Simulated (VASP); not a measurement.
# Sr3Zn (Pm-3m) in VASP: a series of runs

Sr3Zn is run at these levels: PBEsol; tasks: single point.

Program: VASP 6.6.1. These are calculated values, not measurements. Logs are shortened: lines on timing, memory, paths and dates and some standing lists are left out, and cuts for length are marked.

## Step 1: The cell of the first run

The structure is cubic, space group Pm-3m (No. 221). Conventional cell: a = 5.443 Å, b = 5.443 Å, c = 5.443 Å, α = 90.00°, β = 90.00°, γ = 90.00°. Sr (site symmetry 4/mmm) has 8 Sr at 3.85 Å and 4 Zn at 3.85 Å within 5.1 Å. Within 5.1 Å of Zn (site symmetry m-3m) lie 12 Sr at 3.85 Å.

## Step 2: Single point, PBEsol

The input, INCAR:

```
  ALGO = Normal
  EDIFF = 1E-6
  ENCUT = 500
  GGA = PS
  GGA_COMPAT = False
  ISIF = 2
  ISMEAR = -1
  LASPH = True
  LCHARG = True
  LELF = True
  LREAL = False
  LVHAR = True
  LWAVE = False
  NBANDS = 29
  NELM = 120
  PREC = Accurate
  SIGMA = 0.1
```

The input, KPOINTS:

```
k-points
0
Gamma
  4 4 4
```

The input, POSCAR:

```
Sr3Zn
1.0
    5.4431627576      0.0000000000      0.0000000000
    0.0000000000      5.4431627576      0.0000000000
    0.0000000000      0.0000000000      5.4431627576
Sr Zn
3 1
Direct
    0.5000000000      0.0000000000      0.5000000000
    0.5000000000      0.5000000000      0.0000000000
    0.0000000000      0.5000000000      0.5000000000
    0.0000000000      0.0000000000      0.0000000000
```

Potentials or basis: VASP PAW PBE potentials, release 64 (Sr_sv, Zn).

On the command line:

```console
cat potpaw_PBE.64/Sr_sv/POTCAR potpaw_PBE.64/Zn/POTCAR > POTCAR
mpirun -np 1 vasp_std > vasp.out
```

OUTCAR:

```text
EDIFF = 1E-6
   ENCUT = 500
   GGA = PS
   ISIF = 2
   ISMEAR = -1
   LASPH = True
   LREAL = False
   NELM = 120
   PREC = Accurate

 ion  position               nearest neighbor table
   1  0.500  0.000  0.500-   2 3.85   3 3.85   4 3.85   2 3.85   4 3.85   2 3.85   3 3.85   2 3.85
                             3 3.85   4 3.85   4 3.85   3 3.85
   2  0.500  0.500  0.000-   1 3.85   3 3.85   4 3.85   1 3.85   3 3.85   1 3.85   4 3.85   1 3.85
                             3 3.85   4 3.85   3 3.85   4 3.85
   3  0.000  0.500  0.500-   1 3.85   2 3.85   4 3.85   2 3.85   4 3.85   1 3.85   4 3.85   4 3.85
                             1 3.85   2 3.85   2 3.85   1 3.85
   4  0.000  0.000  0.000-   1 3.85   2 3.85   3 3.85   1 3.85   3 3.85   2 3.85   3 3.85   3 3.85
                             1 3.85   2 3.85   1 3.85   2 3.85

  LATTYP: Found a simple cubic cell.
 ALAT       =     5.4431627576

  Lattice vectors:

 A1 = (   5.4431627576,   0.0000000000,   0.0000000000)
 A2 = (   0.0000000000,   5.4431627576,   0.0000000000)
 A3 = (   0.0000000000,   0.0000000000,   5.4431627576)

Analysis of symmetry for initial positions (statically):
=====================================================================
 Subroutine PRICEL returns:
 Original cell was already a primitive cell.

 Routine SETGRP: Setting up the symmetry group for a
 simple cubic supercell.

 Subroutine GETGRP returns: Found 48 space group operations
 (whereof 48 operations were pure point group operations)
 out of a pool of 48 trial point group operations.

The static configuration has the point symmetry O_h .

Analysis of symmetry for dynamics (positions and initial velocities):
=====================================================================
 Subroutine PRICEL returns:
 Original cell was already a primitive cell.

 Routine SETGRP: Setting up the symmetry group for a
 simple cubic supercell.

 Subroutine GETGRP returns: Found 48 space group operations
 (whereof 48 operations were pure point group operations)
 out of a pool of 48 trial point group operations.

The dynamic configuration has the point symmetry O_h .

 Subroutine INISYM returns: Found 48 space group operations
 (whereof 48 operations are pure point group operations),
 and found     1 'primitive' translations

----------------------------------------------------------------------------------------

                                     Primitive cell

  volume of cell :     161.2701

  direct lattice vectors                    reciprocal lattice vectors
     5.443162758  0.000000000  0.000000000     0.183716718  0.000000000  0.000000000
     0.000000000  5.443162758  0.000000000     0.000000000  0.183716718  0.000000000
     0.000000000  0.000000000  5.443162758     0.000000000  0.000000000  0.183716718

  length of vectors
     5.443162758  5.443162758  5.443162758     0.183716718  0.183716718  0.183716718

  position of ions in fractional coordinates (direct lattice)
     0.500000000  0.000000000  0.500000000
     0.500000000  0.500000000  0.000000000
     0.000000000  0.500000000  0.500000000
     0.000000000  0.000000000  0.000000000

  ion indices of the primitive-cell ions
   primitive index   ion index
                 1           1
                 2           2
                 3           3
                 4           4

----------------------------------------------------------------------------------------

 KPOINTS: k-points

Automatic generation of k-mesh.
 Grid dimensions read from file:
 generate k-points for:    4    4    4

 Generating k-lattice:

  Cartesian coordinates                     Fractional coordinates (reciprocal lattice)
     0.045929180  0.000000000  0.000000000     0.250000000  0.000000000  0.000000000
     0.000000000  0.045929180  0.000000000     0.000000000  0.250000000  0.000000000
     0.000000000  0.000000000  0.045929180     0.000000000  0.000000000  0.250000000

  Length of vectors
     0.045929180  0.045929180  0.045929180

  Shift w.r.t. Gamma in fractional coordinates (k-lattice)
     0.000000000  0.000000000  0.000000000

 Subroutine IBZKPT returns following result:
 ===========================================

 Found     10 irreducible k-points:

 Following reciprocal coordinates:
            Coordinates               Weight
  0.000000  0.000000  0.000000      1.000000
  0.250000  0.000000  0.000000      6.000000
  0.500000  0.000000  0.000000      3.000000
  0.250000  0.250000  0.000000     12.000000
  0.500000  0.250000  0.000000     12.000000
  0.500000  0.500000  0.000000      3.000000
  0.250000  0.250000  0.250000      8.000000
  0.500000  0.250000  0.250000     12.000000
  0.500000  0.500000  0.250000      6.000000
  0.500000  0.500000  0.500000      1.000000
   k-points           NKPTS =     10   k-points in BZ     NKDIM =     10   number of bands    NBANDS=     29
   number of dos      NEDOS =    301   number of ions     NIONS =      4
   total plane-waves  NPLWV =  64000
   dimension x,y,z NGX =    40 NGY =   40 NGZ =   40
   dimension x,y,z NGXF=    80 NGYF=   80 NGZF=   80
   ions per type =               3   1
   NGX,Y,Z   is equivalent  to a cutoff of  12.22, 12.22, 12.22 a.u.
   NGXF,Y,Z  is equivalent  to a cutoff of  24.43, 24.43, 24.43 a.u.
 SYSTEM =  unknown system
   PREC   = accura    normal or accurate (medium, high low for compatibility)
   ISTART =      0    job   : 0-new  1-cont  2-samecut
   ICHARG =      2    charge: 1-file 2-atom 10-const
   ISPIN  =      1    spin polarized calculation?
   LNONCOLLINEAR =      F non collinear calculations
   LSORBIT =      F    spin-orbit coupling
   LASPH  =      T    aspherical Exc in radial PAW
   ENCUT  =  500.0 eV  36.75 Ry    6.06 a.u.   9.92  9.92  9.92*2*pi/ulx,y,z
   NELM   =    120;   NELMIN=  2; NELMDL= -5     # of ELM steps
   EDIFF  = 0.1E-05   stopping-criterion for ELM
   LREAL  =      F    real-space projection
   EDIFFG = 0.1E-04   stopping-criterion for IOM
   NSW    =      0    number of steps for IOM
   IBRION =     -1    ionic relax: 0-MD 1-quasi-New 2-CG
   NFREE  =      0    steps in history (QN), initial steepest desc. (CG)
   ISIF   =      2    stress and relaxation
   ISYM   =      2    0-nonsym 1-usesym 2-fastsym
   POTIM  = 0.5000    time-step for ionic-motion
   TEBEG  =    0.0;   TEEND  =   0.0 temperature during run
   PSTRESS=    0.0 pullay stress
   NELECT =      42.0000    total number of electrons
   NUPDOWN=      -1.0000    fix difference up-down
   EMIN   =  10.00;   EMAX   =-10.00  energy-range for DOS
   EFERMI =   0.00;   METHOD = LEGACY
   ISMEAR =    -1;   SIGMA  =   0.10  broadening in eV -4-tet -1-fermi 0-gaus
   EFERMI_NEDOS =   21; number of points for ismear=-14 and -15
   IALGO  =     38    algorithm
   IMIX   =      4    mixing-type and parameters
     AMIX     =   0.40;   BMIX     =  1.00
     AMIX_MAG =   1.60;   BMIX_MAG =  1.00
  volume/ion in A,a.u.               =      40.32       272.08
  Fermi-wavevector in a.u.,A,eV,Ry     =   1.045458  1.975629 14.870930  1.092983
  Thomas-Fermi vector in A             =   2.180255
   LORBIT       =      0    0 simple, 1 ext, 2 COOP (PROOUT), +10 PAW based schemes
   GGA     = PS    functional components
   LHFCALC =     F    Hartree Fock is set to
   AEXX    =    0.0000 exact exchange contribution
   IVDW    =     0    specifies the selected vdW correction
   LEPSILON=     F    determine dielectric tensor
   LRPA    =     F    only Hartree local field effects (RPA)
 non-spin polarized calculation
  energy-cutoff  :      500.00
  volume of cell :      161.27
 maximum number of plane-waves:      4130
 NGX is ok and might be reduce to    40
   NGX = 19   NGY = 19   NGZ = 19

 number of electron      41.9999993 magnetization

 Free energy of the ion-electron system (eV)
  ---------------------------------------------------
  ext. energy  EPLUGINS =         0.00000000
  ---------------------------------------------------
  free energy    TOTEN  =        -6.75598641 eV

  energy without entropy =       -6.59060682  energy(sigma->0) =       -6.67329662

 E-fermi :   1.8342     XC(G=0):  -8.2343

 val. band max:        1.8332387683   @ k =   0.5000   0.2500   0.2500
 cond. band min:       1.8357772661   @ k =   0.5000   0.2500   0.2500
 fundamental gap:      0.0025384978
 Fermi energy:         1.8342441308

 k-point     1 :       0.0000    0.0000    0.0000
  band No.  band energies     occupation
      1     -34.4409      2.00000
      2     -34.3852      2.00000
      3     -34.3852      2.00000
      4     -16.6307      2.00000
      5     -16.6307      2.00000
      6     -16.6307      2.00000
[... 21 lines left out ...]
     28       4.5347      0.00000
     29       5.5605      0.00000

 k-point     2 :       0.2500    0.0000    0.0000
  band No.  band energies     occupation
      1     -34.4338      2.00000
      2     -34.3922      2.00000
      3     -34.3851      2.00000
      4     -16.6020      2.00000
      5     -16.6020      2.00000
      6     -16.5845      2.00000
[... 21 lines left out ...]
     28       4.4521      0.00000
     29       5.0920      0.00000

 k-point     3 :       0.5000    0.0000    0.0000
  band No.  band energies     occupation
      1     -34.4223      2.00000
      2     -34.4037      2.00000
      3     -34.3850      2.00000
      4     -16.5631      2.00000
      5     -16.5631      2.00000
      6     -16.4763      2.00000
[... 21 lines left out ...]
     28       4.3019      0.00000
     29       4.6241      0.00000

 k-point     4 :       0.2500    0.2500    0.0000
  band No.  band energies     occupation
      1     -34.4275      2.00000
      2     -34.3944      2.00000
      3     -34.3891      2.00000
      4     -16.6210      2.00000
      5     -16.5714      2.00000
      6     -16.5174      2.00000
[... 149 lines left out ...]
     28       4.8277      0.00000
     29       5.0697      0.00000

 k-point     9 :       0.5000    0.5000    0.2500
  band No.  band energies     occupation
      1     -34.4035      2.00000
      2     -34.4035      2.00000
      3     -34.4035      2.00000
      4     -16.7043      2.00000
      5     -16.5960      2.00000
      6     -16.5487      2.00000
[... 21 lines left out ...]
     28       4.6380      0.00000
     29       4.8491      0.00000

 k-point    10 :       0.5000    0.5000    0.5000
  band No.  band energies     occupation
      1     -34.4034      2.00000
      2     -34.4034      2.00000
      3     -34.4034      2.00000
      4     -16.7632      2.00000
      5     -16.5950      2.00000
      6     -16.5950      2.00000
[... 21 lines left out ...]
     28       4.3263      0.00000
     29       5.1467      0.00000

------------------------ aborting loop because EDIFF is reached ----------------------------------------

  FORCE on cell =-STRESS in cart. coord.  units (eV):
  Direction    XX          YY          ZZ          XY          YZ          ZX
  --------------------------------------------------------------------------------------
  -------------------------------------------------------------------------------------
  Total       -0.7049897     -0.7049897     -0.7049897     -0.0000000      0.0000000     -0.0000000
  in kB       -7.0038915     -7.0038915     -7.0038915     -0.0000000      0.0000000     -0.0000000
  external PRESSURE =      -7.0038915 kB  Pullay stress =       0.0000000 kB

 VOLUME and BASIS-vectors are now :
 -----------------------------------------------------------------------------
  energy-cutoff  :      500.00
  volume of cell :      161.27
      direct lattice vectors                 reciprocal lattice vectors
     5.443162758  0.000000000  0.000000000     0.183716718  0.000000000  0.000000000
     0.000000000  5.443162758  0.000000000     0.000000000  0.183716718  0.000000000
     0.000000000  0.000000000  5.443162758     0.000000000  0.000000000  0.183716718

 POSITION                                       TOTAL-FORCE (eV/Angst)
 -----------------------------------------------------------------------------------
      2.72158      0.00000      2.72158         0.000000      0.000000      0.000000
      2.72158      2.72158      0.00000         0.000000      0.000000      0.000000
      0.00000      2.72158      2.72158         0.000000      0.000000      0.000000
      0.00000      0.00000      0.00000         0.000000      0.000000      0.000000
 -----------------------------------------------------------------------------------
    total drift:                               -0.000000     -0.000000     -0.000000

  FREE ENERGIE OF THE ION-ELECTRON SYSTEM (eV)
  ---------------------------------------------------
  free  energy   TOTEN  =        -6.7559864149 eV

  energy  without entropy=       -6.5906068245  energy(sigma->0) =       -6.67329662
```

It took 18 s on 1 thread of Intel Xeon Platinum 8559C (Emerald Rapids), shared host; peak memory 0.26 GiB.

What came out:

```
Free energy            : -6.7560 eV
Pressure               : -0.7 GPa
Band gap on the k mesh : zero (band 21 reaches 2.25 eV, above the bottom of band 22 at 1.77 eV)
```

Levels at points of the mesh, in eV from the Fermi level:
```csv
k point,band 17,band 18,band 19,band 20,band 21,band 22,band 23,band 24,band 25,band 26
"(0.00, 0.00, 0.00)",-6.76,-4.84,-1.78,0.08,0.08,0.70,0.70,0.70,1.07,1.07
"(0.50, 0.00, 0.00)",-6.75,-3.93,-2.60,-0.35,0.23,0.23,1.07,1.19,1.57,1.65
"(0.50, 0.50, 0.00)",-6.74,-3.50,-1.51,-1.51,-0.81,0.16,1.07,1.27,1.27,1.97
"(0.50, 0.50, 0.50)",-6.74,-3.58,-0.68,-0.68,-0.68,-0.07,-0.07,-0.07,0.73,2.49
```

Caveat: the PAW data sets were made with another functional, which shifts forces and pressure a little.

## Step 3: Single point, PBEsol

This run uses another cell than the first one, of 41.14 Å³/atom, 1.020 times its volume.

The input, INCAR:

```
SYSTEM = Sr3Zn
ALGO = Normal
EDIFF = 1E-6
ENCUT = 500
GGA = PS
GGA_COMPAT = .FALSE.
ISIF = 2
ISMEAR = -1
LASPH = .TRUE.
LCHARG = .TRUE.
LELF = .TRUE.
LREAL = .FALSE.
LVHAR = .TRUE.
LWAVE = .FALSE.
NBANDS = 29
NELM = 120
PREC = Accurate
SIGMA = 0.1
```

The input, KPOINTS:

```
k-points
0
G
  4 4 4
  0 0 0
```

The input, POSCAR:

```
Sr3Zn
1.0
    5.4799420000      0.0000000000      0.0000000000
    0.0000000000      5.4799420000      0.0000000000
    0.0000000000      0.0000000000      5.4799420000
Sr Zn
3 1
Direct
    0.5000000000      0.0000000000      0.5000000000
    0.5000000000      0.5000000000      0.0000000000
    0.0000000000      0.5000000000      0.5000000000
    0.0000000000      0.0000000000      0.0000000000
```

Potentials or basis: VASP PAW PBE potentials, release 64 (Sr_sv, Zn).

On the command line:

```console
cat potpaw_PBE.64/Sr_sv/POTCAR potpaw_PBE.64/Zn/POTCAR > POTCAR
mpirun -np 1 vasp_std > vasp.out
```

It took 18 s on 1 thread of Intel Xeon Platinum 8559C (Emerald Rapids), shared host; peak memory 0.26 GiB.

Results (log left out):

* Free energy: -6.7390 eV
* Pressure: -1.0 GPa
* Band gap on the k mesh: zero (band 21 reaches 2.18 eV, above the bottom of band 22 at 1.68 eV)

Levels at points of the mesh, in eV from the Fermi level:
```tsv
k point	band 18	band 19	band 20	band 21	band 22	band 23	band 24	band 25
(0.00, 0.00, 0.00)	-4.79	-1.76	0.08	0.08	0.71	0.71	0.71	1.03
(0.50, 0.00, 0.00)	-3.91	-2.60	-0.33	0.24	0.24	1.07	1.17	1.49
(0.50, 0.50, 0.00)	-3.48	-1.51	-1.51	-0.84	0.18	1.05	1.26	1.26
(0.50, 0.50, 0.50)	-3.55	-0.68	-0.68	-0.68	-0.08	-0.08	-0.08	0.67
```

Caveat: the PAW data sets were made with another functional, which shifts forces and pressure a little.

## Step 4: Single point, PBEsol

This run uses another cell than the first one, of 41.96 Å³/atom, 1.041 times its volume.

The input, INCAR:

```
SYSTEM = Sr3Zn
  PREC = Accurate
  ENCUT = 500
  EDIFF = 1E-6
  ISMEAR = -1
  SIGMA = 0.1
  LREAL = .False.
  LASPH = .True.
  NELM = 120
  ALGO = Normal
  ISIF = 2
  LWAVE = .False.
  LCHARG = .False.
  GGA = PS
  NBANDS = 29
  GGA_COMPAT = .False.
```

The input, KPOINTS:

```
regular mesh
0
Gamma
  4 4 4
  0 0 0
```

The input, POSCAR:

```
Sr3Zn
1.0
    5.5162340643      0.0000000000      0.0000000000
    0.0000000000      5.5162340643      0.0000000000
    0.0000000000      0.0000000000      5.5162340643
Sr Zn
3 1
Direct
    0.5000000000      0.0000000000      0.5000000000
    0.5000000000      0.5000000000      0.0000000000
    0.0000000000      0.5000000000      0.5000000000
    0.0000000000      0.0000000000      0.0000000000
```

On the command line:

```console
cat potpaw_PBE.64/Sr_sv/POTCAR potpaw_PBE.64/Zn/POTCAR > POTCAR
mpirun -np 1 vasp_std > vasp.out
```

Wall time 18 s (1 thread of Intel Xeon Platinum 8559C (Emerald Rapids), shared host); peak memory 0.26 GiB.

Results (log left out):

- Free energy: -6.7172 eV
- Pressure: -1.2 GPa
- Band gap on the k mesh: zero (band 21 reaches 2.11 eV, above the bottom of band 22 at 1.59 eV)

Levels at points of the mesh, in eV from the Fermi level:
| k point | band 19 | band 20 | band 21 | band 22 | band 23 | band 24 |
| --- | --- | --- | --- | --- | --- | --- |
| (0.00, 0.00, 0.00) | -1.74 | 0.09 | 0.09 | 0.72 | 0.72 | 0.72 |
| (0.50, 0.00, 0.00) | -2.59 | -0.31 | 0.24 | 0.24 | 1.07 | 1.16 |
| (0.50, 0.50, 0.00) | -1.50 | -1.50 | -0.88 | 0.19 | 1.03 | 1.26 |
| (0.50, 0.50, 0.50) | -0.69 | -0.69 | -0.69 | -0.10 | -0.10 | -0.10 |

Caveat: the PAW data sets were made with another functional, which shifts forces and pressure a little.

(Continued in part 2 of 2.)
